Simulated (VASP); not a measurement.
**WSe3: relaxation of cell and atoms with PBE**

The system is WSe3.

```
W Se
1.0
     6.70268    0.00000    0.00000
     0.00000    6.70268    0.00000
     0.00000    0.00000    6.76322
W Se
2 6
Direct
  0.50000 0.00000 0.90646
  0.00000 0.50000 0.09354
  0.25000 0.75000 0.00000
  0.75000 0.75000 0.00000
  0.75000 0.25000 0.00000
  0.25000 0.25000 0.00000
  0.50000 0.00000 0.57160
  0.00000 0.50000 0.42840
```

The cell was generated, and may not be a known phase.

- Program: VASP 6.6.1
- Task: relaxation of cell and atoms
- Functional: PBE
- Potentials or basis: VASP PAW PBE potentials, release 64 (W_sv, Se)
- Cutoff: 600 eV
- k mesh: 6 × 6 × 6
- Occupations: gaussian, width 0.1 eV
- Spin: no spin polarisation
- Dipole correction: no
- Further INCAR settings: ALGO = Fast; EDIFF = 1e-07; IBRION = 2; EDIFFG = -0.01; NSW = 100; ISIF = 3

```json
{
 "Relaxed volume": "38.04 Å³/atom",
 "Relaxed cell": "a = 6.707 Å, b = 6.707 Å, c = 6.766 Å, α = 90.00°, β = 90.00°, γ = 90.00°",
 "Space group after relaxing (to 0.1 Å)": "P4/nmm (No. 129)",
 "Energy gained by relaxing": "0.0 meV/atom",
 "Ionic steps": "6",
 "Pressure after relaxing": "0.0 GPa",
 "Largest force after relaxing": "0.004 eV/Å",
 "Band gap on the k mesh": "zero (bands 32 and 33 overlap by 0.06 eV)"
}
```

Forces on the atoms (eV/Å):
```
W    0.000  0.000  0.004
W    0.000  0.000 -0.004
Se   0.000  0.000  0.000
Se   0.000  0.000  0.000
Se   0.000  0.000  0.000
Se   0.000  0.000  0.000
Se   0.000  0.000  0.002
Se   0.000  0.000 -0.002
```

The path:
| step | energy change (eV) | largest force (eV/Å) | pressure (GPa) | volume (Å³) |
| --- | --- | --- | --- | --- |
| 1 | 0.0000 | 0.0351 | 0.10 | 303.84 |
| 2 | 0.0003 | 0.0902 | -0.14 | 304.94 |
| 3 | -0.0002 | 0.0124 | 0.01 | 304.26 |
| 4 | -0.0002 | 0.0138 | 0.01 | 304.27 |
| 5 | -0.0002 | 0.0247 | -0.01 | 304.46 |
| 6 | -0.0002 | 0.0039 | 0.00 | 304.35 |

Final structure:
```
W Se
1.0
     6.70709    0.00000    0.00000
     0.00000    6.70709    0.00000
     0.00000    0.00000    6.76565
W Se
2 6
Direct
  0.50000 0.00000 0.90649
  0.00000 0.50000 0.09351
  0.25000 0.75000 0.00000
  0.75000 0.75000 0.00000
  0.75000 0.25000 0.00000
  0.25000 0.25000 0.00000
  0.50000 0.00000 0.57153
  0.00000 0.50000 0.42847
```

Levels at points of the mesh, in eV from the Fermi level:
```csv
k point,band 28,band 29,band 30,band 31,band 32,band 33,band 34,band 35,band 36,band 37
"(0.00, 0.00, 0.00)",-1.18,-1.18,-0.86,-0.65,-0.65,-0.06,0.25,0.25,0.42,0.75
"(0.50, 0.00, 0.00)",-2.12,-1.38,-1.38,-0.41,-0.41,0.38,0.38,0.60,0.60,1.27
"(0.50, 0.50, 0.00)",-2.56,-2.12,-2.12,-1.12,-1.12,0.29,0.29,0.75,0.75,1.30
"(0.00, 0.00, 0.50)",-0.99,-0.99,-0.88,-0.69,-0.69,0.42,0.45,0.56,0.56,0.75
"(0.50, 0.00, 0.50)",-1.75,-1.11,-1.11,-0.37,-0.37,0.38,0.38,0.73,0.73,1.03
"(0.50, 0.50, 0.50)",-2.14,-2.11,-2.11,-0.98,-0.98,0.63,0.63,0.78,0.78,1.30
```

Wall time 86 min on 1 thread of Oxide Virtual Turin-like Processor, on a shared host, peak memory 0.71 GiB.

Caveat: spin-orbit coupling is left out, which moves the levels of the heavy elements.
